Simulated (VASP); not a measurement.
# TeW (F-43m) in VASP: notebook

Runs on TeW. Level: PBE. Tasks: relaxation of cell and atoms, single point.

Everything below comes from runs of VASP 6.6.1. Logs are shortened: lines on timing, memory, paths and dates and some standing lists are left out, and cuts for length are marked.

### Step 1. The cell of the first run

It takes space group F-43m (No. 216, cubic). The conventional cell has a = 6.121 Å, b = 6.121 Å, c = 6.121 Å, α = 90.00°, β = 90.00°, γ = 90.00°. Within 3.5 Å of W (site symmetry -43m) lie 4 Te at 2.65 Å. Within 3.5 Å of Te (site symmetry -43m) lie 4 W at 2.65 Å.

### Step 2. Relaxation of cell and atoms, PBE, collinear spin

INCAR

```
SYSTEM = TeW
PREC = Accurate
ENCUT = 600
EDIFF = 1E-7
ISMEAR = 0
SIGMA = 0.1
LREAL = .FALSE.
LASPH = .TRUE.
NELM = 150
ALGO = Normal
ISIF = 3
LWAVE = .FALSE.
LCHARG = .FALSE.
ISPIN = 2
MAGMOM = 1.05 0
LORBIT = 11
LMAXMIX = 4
GGA = PE
IBRION = 2
NSW = 100
EDIFFG = -0.01
```

KPOINTS

```
Automatic mesh
0
G
  12 12 12
  0 0 0
```

POSCAR

```
TeW
1.0
    0.0000000000      3.0606578340      3.0606578340
    3.0606578340      0.0000000000      3.0606578340
    3.0606578340      3.0606578340      0.0000000000
W Te
1 1
Direct
    0.0000000000      0.0000000000      0.0000000000
    0.2500000000      0.2500000000      0.2500000000
```

Potentials or basis: VASP PAW PBE potentials, release 64 (W_sv, Te).

Launch:

```console
$ cat potpaw_PBE.64/W_sv/POTCAR potpaw_PBE.64/Te/POTCAR > POTCAR
$ mpirun -np 1 vasp_std > vasp.out
```

OUTCAR:

```text
SYSTEM = TeW
   PREC = Accurate
   ENCUT = 600
   EDIFF = 1E-7
   ISMEAR = 0
   LREAL = .FALSE.
   LASPH = .TRUE.
   NELM = 150
   ISIF = 3
   ISPIN = 2
   LORBIT = 11
   GGA = PE
   IBRION = 2
   NSW = 100
   EDIFFG = -0.01

 ion  position               nearest neighbor table
   1  0.000  0.000  0.000-   2 2.65   2 2.65   2 2.65   2 2.65
   2  0.250  0.250  0.250-   1 2.65   1 2.65   1 2.65   1 2.65

  LATTYP: Found a face centered cubic cell.
 ALAT       =     6.1213156680

  Lattice vectors:

 A1 = (   0.0000000000,   3.0606578340,   3.0606578340)
 A2 = (   3.0606578340,   0.0000000000,   3.0606578340)
 A3 = (   3.0606578340,   3.0606578340,   0.0000000000)

Analysis of symmetry for initial positions (statically):
=====================================================================
 Subroutine PRICEL returns:
 Original cell was already a primitive cell.

 Routine SETGRP: Setting up the symmetry group for a
 face centered cubic supercell.

 Subroutine GETGRP returns: Found 24 space group operations
 (whereof 24 operations were pure point group operations)
 out of a pool of 48 trial point group operations.

The static configuration has the point symmetry T_d .

Analysis of symmetry for dynamics (positions and initial velocities):
=====================================================================
 Subroutine PRICEL returns:
 Original cell was already a primitive cell.

 Routine SETGRP: Setting up the symmetry group for a
 face centered cubic supercell.

 Subroutine GETGRP returns: Found 24 space group operations
 (whereof 24 operations were pure point group operations)
 out of a pool of 48 trial point group operations.

The dynamic configuration has the point symmetry T_d .

Analysis of structural, dynamic, and magnetic symmetry:
=====================================================================
 Subroutine PRICEL returns:
 Original cell was already a primitive cell.

 Routine SETGRP: Setting up the symmetry group for a
 face centered cubic supercell.

 Subroutine GETGRP returns: Found 24 space group operations
 (whereof 24 operations were pure point group operations)
 out of a pool of 48 trial point group operations.

The overall configuration has the point symmetry T_d .

 Subroutine INISYM returns: Found 24 space group operations
 (whereof 24 operations are pure point group operations),
 and found     1 'primitive' translations

----------------------------------------------------------------------------------------

                                     Primitive cell

  volume of cell :      57.3422

  direct lattice vectors                    reciprocal lattice vectors
     0.000000000  3.060657834  3.060657834    -0.163363573  0.163363573  0.163363573
     3.060657834  0.000000000  3.060657834     0.163363573 -0.163363573  0.163363573
     3.060657834  3.060657834  0.000000000     0.163363573  0.163363573 -0.163363573

  length of vectors
     4.328423819  4.328423819  4.328423819     0.282954009  0.282954009  0.282954009

  position of ions in fractional coordinates (direct lattice)
     0.000000000  0.000000000  0.000000000
     0.250000000  0.250000000  0.250000000

  ion indices of the primitive-cell ions
   primitive index   ion index
                 1           1
                 2           2

----------------------------------------------------------------------------------------

 KPOINTS: Automatic mesh

Automatic generation of k-mesh.
 Grid dimensions read from file:
 generate k-points for:   12   12   12

 Generating k-lattice:

  Cartesian coordinates                     Fractional coordinates (reciprocal lattice)
    -0.013613631  0.013613631  0.013613631     0.083333333  0.000000000  0.000000000
     0.013613631 -0.013613631  0.013613631     0.000000000  0.083333333  0.000000000
     0.013613631  0.013613631 -0.013613631     0.000000000  0.000000000  0.083333333

  Length of vectors
     0.023579501  0.023579501  0.023579501

  Shift w.r.t. Gamma in fractional coordinates (k-lattice)
     0.000000000  0.000000000  0.000000000

 Subroutine IBZKPT returns following result:
 ===========================================

 Found     72 irreducible k-points:

 Following reciprocal coordinates:
            Coordinates               Weight
  0.000000  0.000000  0.000000      1.000000
  0.083333  0.000000  0.000000      8.000000
  0.166667  0.000000  0.000000      8.000000
  0.250000  0.000000  0.000000      8.000000
  0.333333  0.000000  0.000000      8.000000
  0.416667  0.000000  0.000000      8.000000
[... 16 lines left out ...]
  0.500000  0.166667  0.000000     24.000000
 -0.416667  0.166667  0.000000     24.000000
 [... further k-points ...]
   k-points           NKPTS =     72   k-points in BZ     NKDIM =     72   number of bands    NBANDS=     15
   number of dos      NEDOS =    301   number of ions     NIONS =      2
   total plane-waves  NPLWV =  46656
   dimension x,y,z NGX =    36 NGY =   36 NGZ =   36
   dimension x,y,z NGXF=    72 NGYF=   72 NGZF=   72
   ions per type =               1   1
   NGX,Y,Z   is equivalent  to a cutoff of  13.83, 13.83, 13.83 a.u.
   NGXF,Y,Z  is equivalent  to a cutoff of  27.65, 27.65, 27.65 a.u.
 SYSTEM =  TeW
   PREC   = accura    normal or accurate (medium, high low for compatibility)
   ISTART =      0    job   : 0-new  1-cont  2-samecut
   ICHARG =      2    charge: 1-file 2-atom 10-const
   ISPIN  =      2    spin polarized calculation?
   LNONCOLLINEAR =      F non collinear calculations
   LSORBIT =      F    spin-orbit coupling
   LASPH  =      T    aspherical Exc in radial PAW
   ENCUT  =  600.0 eV  44.10 Ry    6.64 a.u.   8.64  8.64  8.64*2*pi/ulx,y,z
   NELM   =    150;   NELMIN=  2; NELMDL= -5     # of ELM steps
   EDIFF  = 0.1E-06   stopping-criterion for ELM
   LREAL  =      F    real-space projection
   EDIFFG = -.1E-01   stopping-criterion for IOM
   NSW    =    100    number of steps for IOM
   IBRION =      2    ionic relax: 0-MD 1-quasi-New 2-CG
   NFREE  =      1    steps in history (QN), initial steepest desc. (CG)
   ISIF   =      3    stress and relaxation
   ISYM   =      2    0-nonsym 1-usesym 2-fastsym
   POTIM  = 0.5000    time-step for ionic-motion
   TEBEG  =    0.0;   TEEND  =   0.0 temperature during run
   PSTRESS=    0.0 pullay stress
   NELECT =      20.0000    total number of electrons
   NUPDOWN=      -1.0000    fix difference up-down
   EMIN   =  10.00;   EMAX   =-10.00  energy-range for DOS
   EFERMI =   0.00;   METHOD = LEGACY
   ISMEAR =     0;   SIGMA  =   0.10  broadening in eV -4-tet -1-fermi 0-gaus
   EFERMI_NEDOS =   21; number of points for ismear=-14 and -15
   IALGO  =     38    algorithm
   IMIX   =      4    mixing-type and parameters
     AMIX     =   0.40;   BMIX     =  1.00
     AMIX_MAG =   1.60;   BMIX_MAG =  1.00
  volume/ion in A,a.u.               =      28.67       193.48
  Fermi-wavevector in a.u.,A,eV,Ry     =   1.152374  2.177671 18.068067  1.327965
  Thomas-Fermi vector in A             =   2.289025
   LORBIT       =     11    0 simple, 1 ext, 2 COOP (PROOUT), +10 PAW based schemes
   GGA     = PE    functional components
   LHFCALC =     F    Hartree Fock is set to
   AEXX    =    0.0000 exact exchange contribution
   IVDW    =     0    specifies the selected vdW correction
   LEPSILON=     F    determine dielectric tensor
   LRPA    =     F    only Hartree local field effects (RPA)
 conjugate gradient relaxation of ions
 spin polarized calculation
 Gauss-broadening in eV      SIGMA  =   0.10
  energy-cutoff  :      600.00
  volume of cell :       57.34
 maximum number of plane-waves:      1936
   NGX = 17   NGY = 17   NGZ = 17

--------------------------------------- Ionic step        1  -------------------------------------------

 number of electron      20.0000000 magnetization       1.3944816

 Free energy of the ion-electron system (eV)
  ---------------------------------------------------
  ext. energy  EPLUGINS =         0.00000000
  ---------------------------------------------------
  free energy    TOTEN  =       -13.21717225 eV

  energy without entropy =      -13.20425213  energy(sigma->0) =      -13.21071219

------------------------ aborting loop because EDIFF is reached ----------------------------------------

  FORCE on cell =-STRESS in cart. coord.  units (eV):
  Direction    XX          YY          ZZ          XY          YZ          ZX
  --------------------------------------------------------------------------------------
  -------------------------------------------------------------------------------------
  Total        0.0397479      0.0397479      0.0397479      0.0000000      0.0000000     -0.0000000
  in kB        1.1105816      1.1105816      1.1105816      0.0000000      0.0000000     -0.0000000
  external PRESSURE =       1.1105816 kB  Pullay stress =       0.0000000 kB

 VOLUME and BASIS-vectors are now :
 -----------------------------------------------------------------------------
  energy-cutoff  :      600.00
  volume of cell :       57.34
      direct lattice vectors                 reciprocal lattice vectors
     0.000000000  3.060657834  3.060657834    -0.163363573  0.163363573  0.163363573
     3.060657834  0.000000000  3.060657834     0.163363573 -0.163363573  0.163363573
     3.060657834  3.060657834  0.000000000     0.163363573  0.163363573 -0.163363573
[... 37 lines left out ...]
 POSITION                                       TOTAL-FORCE (eV/Angst)
 -----------------------------------------------------------------------------------
      6.12718      6.12718      6.12718         0.000000      0.000000      0.000000
      1.53180      1.53180      1.53180        -0.000000     -0.000000     -0.000000
 -----------------------------------------------------------------------------------
    total drift:                                0.000000      0.000000      0.000000

  FREE ENERGIE OF THE ION-ELECTRON SYSTEM (eV)
  ---------------------------------------------------
  free  energy   TOTEN  =       -13.2171477762 eV

  energy  without entropy=      -13.2041541935  energy(sigma->0) =      -13.21065098

--------------------------------------- Ionic step        3  -------------------------------------------

 number of electron      20.0000000 magnetization       1.3954526

 Free energy of the ion-electron system (eV)
  ---------------------------------------------------
  ext. energy  EPLUGINS =         0.00000000
  ---------------------------------------------------
  free energy    TOTEN  =       -13.21719480 eV

  energy without entropy =      -13.20424550  energy(sigma->0) =      -13.21072015

 E-fermi :   6.3231     XC(G=0):  -9.8362

 val. band max:        6.3162285076   @ k =  -0.3333   0.3333   0.0833
 cond. band min:       6.3233015116   @ k =  -0.0833   0.0833   0.0000
 fundamental gap:      0.0070730040
 Fermi energy:         6.3231201228

 spin component 1

 k-point     1 :       0.0000    0.0000    0.0000
  band No.  band energies     occupation
      1     -67.8419      1.00000
      2     -32.1843      1.00000
      3     -32.1843      1.00000
      4     -32.1843      1.00000
      5      -6.6619      1.00000
      6       2.0805      1.00000
      7       2.0805      1.00000
      8       2.0805      1.00000
      9       5.3713      1.00000
     10       5.3713      1.00000
     11       7.5359      0.00000
     12      10.5702      0.00000
     13      10.5702      0.00000
     14      10.5703      0.00000
     15      11.8729      0.00000
[... 397 lines left out ...]
 k-point    24 :      -0.4167    0.1667    0.0000
  band No.  band energies     occupation
      1     -67.8415      1.00000
      2     -32.2018      1.00000
      3     -32.1900      1.00000
      4     -32.1878      1.00000
      5      -5.7242      1.00000
      6       0.8660      1.00000
      7       2.0266      1.00000
      8       2.4646      1.00000
      9       5.3327      1.00000
     10       5.5079      1.00000
     11       5.8768      1.00000
     12       7.6933      0.00000
     13       8.1634      0.00000
     14      10.1844      0.00000
     15      12.7939      0.00000

 [... further k-points ...]

 spin component 2

 k-point     1 :       0.0000    0.0000    0.0000
  band No.  band energies     occupation
      1     -67.3569      1.00000
      2     -31.5260      1.00000
      3     -31.5260      1.00000
      4     -31.5260      1.00000
      5      -6.5742      1.00000
      6       2.3435      1.00000
      7       2.3435      1.00000
      8       2.3435      1.00000
      9       6.4737      0.01659
     10       6.4737      0.01659
     11       7.8228      0.00000
     12      10.8587      0.00000
     13      10.8587      0.00000
     14      10.8587      0.00000
     15      12.3725      0.00000
[... 436 lines left out ...]
 POSITION                                       TOTAL-FORCE (eV/Angst)
 -----------------------------------------------------------------------------------
      0.00000      0.00000      0.00000        -0.000000     -0.000000     -0.000000
      1.53091      1.53091      1.53091         0.000000      0.000000      0.000000
 -----------------------------------------------------------------------------------
    total drift:                                0.000000      0.000000      0.000000

  FREE ENERGIE OF THE ION-ELECTRON SYSTEM (eV)
  ---------------------------------------------------
  free  energy   TOTEN  =       -13.2171947970 eV

  energy  without entropy=      -13.2042454987  energy(sigma->0) =      -13.21072015

 reached required accuracy - stopping structural energy minimisation

 total charge

# of ion       s       p       d       tot
------------------------------------------
    1        2.329   6.130   3.497  11.957
    2        1.321   2.053   0.135   3.510
--------------------------------------------------
tot          3.650   8.184   3.632  15.466

 magnetization (x)

# of ion       s       p       d       tot
------------------------------------------
    1        0.039   0.014   1.047   1.100
    2       -0.008  -0.050   0.025  -0.032
--------------------------------------------------
tot          0.030  -0.035   1.073   1.068
```

It took 5 min on 1 thread of Intel Xeon 8259CL, shared host; peak memory 0.33 GiB.

Results:

| Item | Value |
| --- | --- |
| Free energy | -13.2172 eV |
| Relaxed volume | 28.70 Å³/atom |
| Relaxed cell | a = 4.330 Å, b = 4.330 Å, c = 4.330 Å, α = 60.00°, β = 60.00°, γ = 60.00° |
| Space group after relaxing (to 0.1 Å) | F-43m (No. 216) |
| Energy gained by relaxing | 0.0 meV/atom |
| Ionic steps | 3 |
| Pressure after relaxing | 0.0 GPa |
| Net moment | 1.40 μB per cell |
| Site moments | W +1.10; Te -0.03 μB |
| Valence electrons inside the program's atomic spheres | W 11.96; Te 3.51 |

Final structure:
```
W Te
1.0
     0.00000    3.06183    3.06183
     3.06183    0.00000    3.06183
     3.06183    3.06183    0.00000
W Te
1 1
Direct
  0.00000 0.00000 0.00000
  0.25000 0.25000 0.25000
```

Caveat: spin-orbit coupling is left out, which moves the levels of the heavy elements.

### Step 3. Single point, PBE, collinear spin

This run uses another cell than the first one: it holds 4 atoms, not 2.

INCAR

```
SYSTEM = TeW
PREC = Accurate ; ENCUT = 520
EDIFF = 1E-6 ; ISMEAR = 0
SIGMA = 0.1 ; LREAL = .FALSE.
LASPH = .TRUE. ; NELM = 150
ALGO = Normal ; ISIF = 2
LWAVE = .FALSE. ; LCHARG = .FALSE.
ISPIN = 2 ; MAGMOM = 1 -1 0 0
LORBIT = 11 ; LMAXMIX = 4
GGA = PE ; NBANDS = 32
```

KPOINTS

```
Automatic mesh
0
G
  12 12 6
  0 0 0
```

POSCAR

```
TeW
1.0
    0.0000000000      3.1606659105      3.1606659105
    6.3213318211      3.1606659105      3.1606659105
    6.3213318211      6.3213318211      0.0000000000
W Te
2 2
Direct
    0.0000000000      1.0000000000      1.0000000000
    0.0000000000      1.0000000000      0.5000000000
    0.2500000000      0.2500000000      0.0000000000
    0.2500000000      0.2500000000      0.5000000000
```

Potentials or basis: VASP PAW PBE potentials, release 64 (W_sv, Te).

Launch:

```console
$ cat potpaw_PBE.64/W_sv/POTCAR potpaw_PBE.64/Te/POTCAR > POTCAR
$ mpirun -np 1 vasp_std > vasp.out
```

Run time: 28 min. Hardware: 1 thread of Oxide Virtual Turin-like, shared host; peak memory 0.84 GiB.

The run converged. Its results:

| Quantity | Value |
| --- | --- |
| Free energy | -26.1265 eV |
| Pressure | -6.0 GPa |
| Band gap on the k mesh | zero (filled and empty bands overlap) |
| Net moment | 0.00 μB per cell |
| Site moments | W +1.42, -1.42; Te +0.00 μB |
| Valence electrons inside the program's atomic spheres | W 11.83; Te 3.43 |

Stress tensor (GPa, compression positive):
```
-6.15  0.00  0.00
 0.00 -5.93  0.00
 0.00  0.00 -5.93
```

Levels at points of the mesh, in eV from the Fermi level:
Spin up:
| k point | band 17 | band 18 | band 19 | band 20 | band 21 | band 22 | band 23 | band 24 |
| --- | --- | --- | --- | --- | --- | --- | --- | --- |
| (0.00, 0.00, 0.00) | -1.12 | -1.06 | -0.89 | -0.01 | 0.49 | 0.49 | 0.63 | 0.90 |
| (0.50, 0.00, 0.00) | -0.79 | -0.69 | -0.45 | -0.26 | 0.29 | 0.39 | 1.59 | 1.72 |
| (0.50, 0.50, 0.00) | -1.19 | -1.19 | -0.94 | -0.89 | 0.10 | 0.13 | 0.58 | 0.58 |
| (0.00, 0.00, 0.50) | -1.00 | -0.82 | -0.36 | -0.28 | -0.11 | 0.61 | 1.24 | 1.31 |
| (0.50, 0.00, 0.50) | -1.29 | -1.29 | -0.74 | -0.67 | -0.58 | 0.59 | 0.79 | 0.79 |
| (0.00, 0.50, 0.50) | -1.39 | -0.86 | -0.66 | 0.57 | 1.49 | 1.56 | 1.61 | 1.61 |
Spin down:
```
           k point  band 16  band 17  band 18  band 19  band 20  band 21  band 22  band 23  band 24  band 25
(0.00, 0.00, 0.00)    -3.27    -1.12    -1.06    -0.89    -0.01     0.49     0.49     0.63     0.90     3.78
(0.50, 0.00, 0.00)    -3.56    -0.79    -0.69    -0.45    -0.26     0.29     0.39     1.59     1.72     1.97
(0.50, 0.50, 0.00)    -3.19    -1.19    -1.19    -0.94    -0.89     0.10     0.13     0.58     0.58     0.61
(0.00, 0.00, 0.50)    -3.54    -1.00    -0.82    -0.36    -0.28    -0.11     0.61     1.24     1.31     2.39
(0.50, 0.00, 0.50)    -3.30    -1.29    -1.29    -0.74    -0.67    -0.58     0.59     0.79     0.79     1.43
(0.00, 0.50, 0.50)    -3.54    -1.39    -0.86    -0.66     0.57     1.49     1.56     1.61     1.61     2.14
```

Caveat: the cell stands under tension; spin-orbit coupling is left out, which moves the levels of the heavy elements.
